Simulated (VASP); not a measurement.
# Ca (C2/m) in VASP: single point with PBE

Aim: the single point of Ca with PBE.

Program: VASP 6.6.1. These are calculated values, not measurements. Logs are shortened: lines on timing, memory, paths and dates and some standing lists are left out, and cuts for length are marked.

### Step 1. The cell of the first run

It takes space group C2/m (No. 12, monoclinic). The conventional cell has a = 7.121 Å, b = 4.198 Å, c = 6.295 Å, α = 90.00°, β = 93.73°, γ = 90.00°. Within 5.0 Å of Ca (site symmetry m) lie 12 Ca at 3.80 to 4.21 Å.

### Step 2. Single point, PBE (strained and its atoms moved)

The input, INCAR:

```
  PREC = Accurate
  ENCUT = 520
  EDIFF = 1E-6
  ISMEAR = 0
  SIGMA = 0.1
  LREAL = F
  LASPH = T
  NELM = 60
  ALGO = Fast
  ISIF = 2
  LWAVE = F
  LCHARG = F
  GGA = PE
  NBANDS = 17
```

The input, KPOINTS:

```
regular mesh
0
Gamma
  10 10 6
```

The input, POSCAR:

```
Ca
1.0
    2.0991329560     -3.5589151224     -0.1111004387
    2.0991329560      3.5589151224      0.1111004387
    0.0000000000      0.2129781361      6.2910564967
Ca
2
Direct
    0.8415201361      0.1584798639      0.2359393399
    0.1584798639      0.8415201361      0.7640606601
```

Potentials or basis: VASP PAW PBE potentials, release 64 (Ca_sv).

Started as:

```
> cat potpaw_PBE.64/Ca_sv/POTCAR > POTCAR
> mpirun -np 1 vasp_std > vasp.out
```

OUTCAR:

```text
PREC = Accurate
   ENCUT = 520
   EDIFF = 1E-6
   ISMEAR = 0
   LREAL = F
   LASPH = T
   NELM = 60
   ISIF = 2
   GGA = PE

 ion  position               nearest neighbor table
   1  0.842  0.158  0.236-
   2  0.158  0.842  0.764-

  LATTYP: Found a base centered monoclinic cell.
 ALAT       =     7.1212976784
 B/A-ratio  =     0.5895366409
 C/A-ratio  =     0.8839204372
 COS(beta)  =    -0.0650026912

  Lattice vectors:

 A1 = (  -2.0991329560,  -3.5589151224,  -0.1111004387)
 A2 = (   2.0991329560,  -3.5589151224,  -0.1111004387)
 A3 = (   0.0000000000,   0.2129781361,   6.2910564967)

Analysis of symmetry for initial positions (statically):
=====================================================================
 Subroutine PRICEL returns:
 Original cell was already a primitive cell.

 Routine SETGRP: Setting up the symmetry group for a
 base centered monoclinic supercell.

 Subroutine GETGRP returns: Found  4 space group operations
 (whereof  4 operations were pure point group operations)
 out of a pool of  4 trial point group operations.

The static configuration has the point symmetry C_2h.

Analysis of symmetry for dynamics (positions and initial velocities):
=====================================================================
 Subroutine PRICEL returns:
 Original cell was already a primitive cell.

 Routine SETGRP: Setting up the symmetry group for a
 base centered monoclinic supercell.

 Subroutine GETGRP returns: Found  4 space group operations
 (whereof  4 operations were pure point group operations)
 out of a pool of  4 trial point group operations.

The dynamic configuration has the point symmetry C_2h.

 Subroutine INISYM returns: Found  4 space group operations
 (whereof  4 operations are pure point group operations),
 and found     1 'primitive' translations

----------------------------------------------------------------------------------------

                                     Primitive cell

  volume of cell :      93.8970

  direct lattice vectors                    reciprocal lattice vectors
     2.099132956 -3.558915122 -0.111100439     0.238193583 -0.140640887  0.004761272
     2.099132956  3.558915122  0.111100439     0.238193583  0.140640887 -0.004761272
     0.000000000  0.212978136  6.291056497     0.000000000 -0.004967453  0.159123982

  length of vectors
     4.133349649  4.133349649  6.294660557     0.276656306  0.276656306  0.159201499

  position of ions in fractional coordinates (direct lattice)
     0.841520136  0.158479864  0.235939340
     0.158479864  0.841520136  0.764060660

  ion indices of the primitive-cell ions
   primitive index   ion index
                 1           1
                 2           2

----------------------------------------------------------------------------------------

 KPOINTS: regular mesh

Automatic generation of k-mesh.
 Grid dimensions read from file:
 generate k-points for:   10   10    6

 Generating k-lattice:

  Cartesian coordinates                     Fractional coordinates (reciprocal lattice)
     0.023819358 -0.014064089  0.000476127     0.100000000  0.000000000  0.000000000
     0.023819358  0.014064089 -0.000476127     0.000000000  0.100000000 -0.000000000
     0.000000000 -0.000827909  0.026520664     0.000000000  0.000000000  0.166666667

  Length of vectors
     0.027665631  0.027665631  0.026533583

  Shift w.r.t. Gamma in fractional coordinates (k-lattice)
     0.000000000  0.000000000  0.000000000

 Subroutine IBZKPT returns following result:
 ===========================================

 Found    172 irreducible k-points:

 Following reciprocal coordinates:
            Coordinates               Weight
  0.000000  0.000000  0.000000      1.000000
  0.100000  0.000000 -0.000000      4.000000
  0.200000  0.000000 -0.000000      4.000000
  0.300000  0.000000  0.000000      4.000000
  0.400000  0.000000 -0.000000      4.000000
  0.500000  0.000000 -0.000000      2.000000
[... 16 lines left out ...]
  0.300000  0.300000  0.000000      2.000000
  0.400000  0.300000 -0.000000      4.000000
 [... further k-points ...]
   k-points           NKPTS =    172   k-points in BZ     NKDIM =    172   number of bands    NBANDS=     17
   number of dos      NEDOS =    301   number of ions     NIONS =      2
   total plane-waves  NPLWV =  49152
   dimension x,y,z NGX =    32 NGY =   32 NGZ =   48
   dimension x,y,z NGXF=    64 NGYF=   64 NGZF=   96
   ions per type =               2
   NGX,Y,Z   is equivalent  to a cutoff of  12.87, 12.87, 12.68 a.u.
   NGXF,Y,Z  is equivalent  to a cutoff of  25.74, 25.74, 25.35 a.u.
 SYSTEM =  unknown system
   PREC   = accura    normal or accurate (medium, high low for compatibility)
   ISTART =      0    job   : 0-new  1-cont  2-samecut
   ICHARG =      2    charge: 1-file 2-atom 10-const
   ISPIN  =      1    spin polarized calculation?
   LNONCOLLINEAR =      F non collinear calculations
   LSORBIT =      F    spin-orbit coupling
   LASPH  =      T    aspherical Exc in radial PAW
   ENCUT  =  520.0 eV  38.22 Ry    6.18 a.u.   7.69  7.69 11.70*2*pi/ulx,y,z
   NELM   =     60;   NELMIN=  2; NELMDL= -5     # of ELM steps
   EDIFF  = 0.1E-05   stopping-criterion for ELM
   LREAL  =      F    real-space projection
   EDIFFG = 0.1E-04   stopping-criterion for IOM
   NSW    =      0    number of steps for IOM
   IBRION =     -1    ionic relax: 0-MD 1-quasi-New 2-CG
   NFREE  =      0    steps in history (QN), initial steepest desc. (CG)
   ISIF   =      2    stress and relaxation
   ISYM   =      2    0-nonsym 1-usesym 2-fastsym
   POTIM  = 0.5000    time-step for ionic-motion
   TEBEG  =    0.0;   TEEND  =   0.0 temperature during run
   PSTRESS=    0.0 pullay stress
   NELECT =      20.0000    total number of electrons
   NUPDOWN=      -1.0000    fix difference up-down
   EMIN   =  10.00;   EMAX   =-10.00  energy-range for DOS
   EFERMI =   0.00;   METHOD = LEGACY
   ISMEAR =     0;   SIGMA  =   0.10  broadening in eV -4-tet -1-fermi 0-gaus
   EFERMI_NEDOS =   21; number of points for ismear=-14 and -15
   IALGO  =     68    algorithm
   IMIX   =      4    mixing-type and parameters
     AMIX     =   0.40;   BMIX     =  1.00
     AMIX_MAG =   1.60;   BMIX_MAG =  1.00
  volume/ion in A,a.u.               =      46.95       316.82
  Fermi-wavevector in a.u.,A,eV,Ry     =   0.977689  1.847565 13.005487  0.955876
  Thomas-Fermi vector in A             =   2.108406
   LORBIT       =      0    0 simple, 1 ext, 2 COOP (PROOUT), +10 PAW based schemes
   GGA     = PE    functional components
   LHFCALC =     F    Hartree Fock is set to
   AEXX    =    0.0000 exact exchange contribution
   IVDW    =     0    specifies the selected vdW correction
   LEPSILON=     F    determine dielectric tensor
   LRPA    =     F    only Hartree local field effects (RPA)
 non-spin polarized calculation
 RMM-DIIS sequential band-by-band and
 Gauss-broadening in eV      SIGMA  =   0.10
  energy-cutoff  :      520.00
  volume of cell :       93.90
 maximum number of plane-waves:      2546
   NGX = 15   NGY = 15   NGZ = 23

 number of electron      19.9999998 magnetization

 Free energy of the ion-electron system (eV)
  ---------------------------------------------------
  ext. energy  EPLUGINS =         0.00000000
  ---------------------------------------------------
  free energy    TOTEN  =        -3.74467574 eV

  energy without entropy =       -3.72963721  energy(sigma->0) =       -3.73715647

 E-fermi :   1.6028     XC(G=0):  -7.4053

 val. band max:        1.5977550060   @ k =   0.5000  -0.0000   0.3333
 cond. band min:       1.6067263415   @ k =   0.3000   0.2000   0.1667
 fundamental gap:      0.0089713355
 Fermi energy:         1.6027667240

 k-point     1 :       0.0000    0.0000    0.0000
  band No.  band energies     occupation
      1     -40.6998      2.00000
      2     -40.6867      2.00000
      3     -21.7454      2.00000
      4     -21.6471      2.00000
      5     -21.6452      2.00000
      6     -21.6264      2.00000
[... 9 lines left out ...]
     16       3.9917      0.00000
     17       4.2619      0.00000

 k-point     2 :       0.1000    0.0000   -0.0000
  band No.  band energies     occupation
      1     -40.6992      2.00000
      2     -40.6866      2.00000
      3     -21.7426      2.00000
      4     -21.6524      2.00000
      5     -21.6474      2.00000
      6     -21.6308      2.00000
[... 9 lines left out ...]
     16       4.0725      0.00000
     17       4.1488      0.00000

 k-point     3 :       0.2000    0.0000   -0.0000
  band No.  band energies     occupation
      1     -40.6975      2.00000
      2     -40.6865      2.00000
      3     -21.7346      2.00000
      4     -21.6665      2.00000
      5     -21.6523      2.00000
      6     -21.6435      2.00000
[... 9 lines left out ...]
     16       4.0725      0.00000
     17       4.3604      0.00000

 k-point     4 :       0.3000    0.0000    0.0000
  band No.  band energies     occupation
      1     -40.6953      2.00000
      2     -40.6866      2.00000
      3     -21.7238      2.00000
      4     -21.6836      2.00000
      5     -21.6610      2.00000
      6     -21.6554      2.00000
[... 9 lines left out ...]
     16       4.4696      0.00000
     17       4.6765      0.00000

 k-point     5 :       0.4000    0.0000   -0.0000
  band No.  band energies     occupation
      1     -40.6932      2.00000
      2     -40.6869      2.00000
      3     -21.7137      2.00000
      4     -21.6978      2.00000
      5     -21.6721      2.00000
      6     -21.6591      2.00000
[... 9 lines left out ...]
     16       4.9451      0.00000
     17       4.9601      0.00000

 k-point     6 :       0.5000    0.0000   -0.0000
  band No.  band energies     occupation
      1     -40.6922      2.00000
      2     -40.6871      2.00000
      3     -21.7081      2.00000
      4     -21.7048      2.00000
      5     -21.6761      2.00000
      6     -21.6595      2.00000
[... 9 lines left out ...]
     16       5.1776      0.00000
     17       5.3644      0.00000

 k-point     7 :       0.1000    0.1000    0.0000
  band No.  band energies     occupation
      1     -40.6981      2.00000
      2     -40.6865      2.00000
      3     -21.7376      2.00000
      4     -21.6610      2.00000
      5     -21.6521      2.00000
      6     -21.6383      2.00000
[... 9 lines left out ...]
     16       4.0291      0.00000
     17       4.3285      0.00000

 k-point     8 :       0.2000    0.1000   -0.0000
  band No.  band energies     occupation
      1     -40.6962      2.00000
      2     -40.6865      2.00000
      3     -21.7287      2.00000
      4     -21.6745      2.00000
      5     -21.6603      2.00000
      6     -21.6494      2.00000
[... 9 lines left out ...]
     16       4.3598      0.00000
     17       4.6156      0.00000
[... 203 lines left out ...]
      1     -40.6917      2.00000
      2     -40.6873      2.00000
      3     -21.7037      2.00000
      4     -21.6956      2.00000
      5     -21.6814      2.00000
      6     -21.6584      2.00000
[... 9 lines left out ...]
     16       4.7440      0.00000
     17       4.9327      0.00000

 k-point    20 :      -0.4000    0.2000    0.0000
  band No.  band energies     occupation
      1     -40.6937      2.00000
      2     -40.6868      2.00000
      3     -21.7138      2.00000
      4     -21.6823      2.00000
      5     -21.6798      2.00000
      6     -21.6520      2.00000
[... 9 lines left out ...]
     16       4.5854      0.00000
     17       4.6392      0.00000

 k-point    21 :      -0.3000    0.2000    0.0000
  band No.  band energies     occupation
      1     -40.6957      2.00000
      2     -40.6865      2.00000
      3     -21.7244      2.00000
      4     -21.6732      2.00000
      5     -21.6658      2.00000
      6     -21.6481      2.00000
[... 9 lines left out ...]
     16       4.2688      0.00000
     17       4.4331      0.00000

 k-point    22 :      -0.2000    0.2000    0.0000
  band No.  band energies     occupation
      1     -40.6973      2.00000
      2     -40.6865      2.00000
      3     -21.7324      2.00000
      4     -21.6645      2.00000
      5     -21.6550      2.00000
      6     -21.6433      2.00000
[... 9 lines left out ...]
     16       3.9938      0.00000
     17       4.3217      0.00000

 k-point    23 :       0.3000    0.3000    0.0000
  band No.  band energies     occupation
      1     -40.6905      2.00000
      2     -40.6879      2.00000
      3     -21.7046      2.00000
      4     -21.6881      2.00000
      5     -21.6813      2.00000
      6     -21.6669      2.00000
[... 9 lines left out ...]
     16       5.0185      0.00000
     17       5.1969      0.00000

 k-point    24 :       0.4000    0.3000   -0.0000
  band No.  band energies     occupation
      1     -40.6899      2.00000
      2     -40.6883      2.00000
      3     -21.6977      2.00000
      4     -21.6928      2.00000
      5     -21.6841      2.00000
      6     -21.6646      2.00000
[... 9 lines left out ...]
     16       4.8481      0.00000
     17       5.1093      0.00000

 [... further k-points ...]

------------------------ aborting loop because EDIFF is reached ----------------------------------------

  FORCE on cell =-STRESS in cart. coord.  units (eV):
  Direction    XX          YY          ZZ          XY          YZ          ZX
  --------------------------------------------------------------------------------------
  -------------------------------------------------------------------------------------
  Total       -1.2631750     -0.9281582     -0.0235223      0.0000000     -0.3206325      0.0000000
  in kB      -21.5537170    -15.8372817     -0.4013642      0.0000000     -5.4709941      0.0000000
  external PRESSURE =     -12.5974543 kB  Pullay stress =       0.0000000 kB

 VOLUME and BASIS-vectors are now :
 -----------------------------------------------------------------------------
  energy-cutoff  :      520.00
  volume of cell :       93.90
      direct lattice vectors                 reciprocal lattice vectors
     2.099132956 -3.558915122 -0.111100439     0.238193583 -0.140640887  0.004761272
     2.099132956  3.558915122  0.111100439     0.238193583  0.140640887 -0.004761272
     0.000000000  0.212978136  6.291056497     0.000000000 -0.004967453  0.159123982

 POSITION                                       TOTAL-FORCE (eV/Angst)
 -----------------------------------------------------------------------------------
      2.09913     -2.38063      1.40842         0.000000      0.066280      0.254428
      2.09913      2.59361      4.88263         0.000000     -0.066280     -0.254428
 -----------------------------------------------------------------------------------
    total drift:                                0.000000      0.000000     -0.000000

  FREE ENERGIE OF THE ION-ELECTRON SYSTEM (eV)
  ---------------------------------------------------
  free  energy   TOTEN  =        -3.7446757352 eV

  energy  without entropy=       -3.7296372065  energy(sigma->0) =       -3.73715647
```

Wall time 9.1 min (1 thread of Oxide Virtual Turin-like, shared host); peak memory 0.34 GiB.

Results:

| Quantity | Value |
| --- | --- |
| Free energy | -3.7447 eV |
| Pressure | -1.3 GPa |
| Largest force | 0.263 eV/Å |
| Band gap on the k mesh | zero (bands 10 and 11 overlap by 0.32 eV) |

Forces in eV/Å, atoms in the order of the input:
```
Ca   0.000  0.066  0.254
Ca   0.000 -0.066 -0.254
```

Levels at points of the mesh, in eV from the Fermi level:
```csv
k point,band 7,band 8,band 9,band 10,band 11,band 12,band 13,band 14
"(0.00, 0.00, 0.00)",-23.23,-23.22,-3.88,-0.75,0.04,2.00,2.10,2.28
"(0.50, 0.00, 0.00)",-23.25,-23.23,-1.30,-0.84,0.26,0.41,1.43,1.79
"(0.50, 0.50, 0.00)",-23.27,-23.24,-1.16,-0.81,0.35,0.42,1.18,1.80
"(0.00, 0.00, 0.50)",-23.23,-23.23,-2.93,-2.74,1.29,1.80,1.89,1.92
"(0.50, 0.00, 0.50)",-23.25,-23.24,-0.76,-0.64,-0.13,0.02,1.36,1.64
"(0.50, 0.50, 0.50)",-23.25,-23.24,-0.79,-0.55,-0.11,0.23,1.21,1.70
```

Caveat: the cell differs from its parent crystal (strained and its atoms moved).
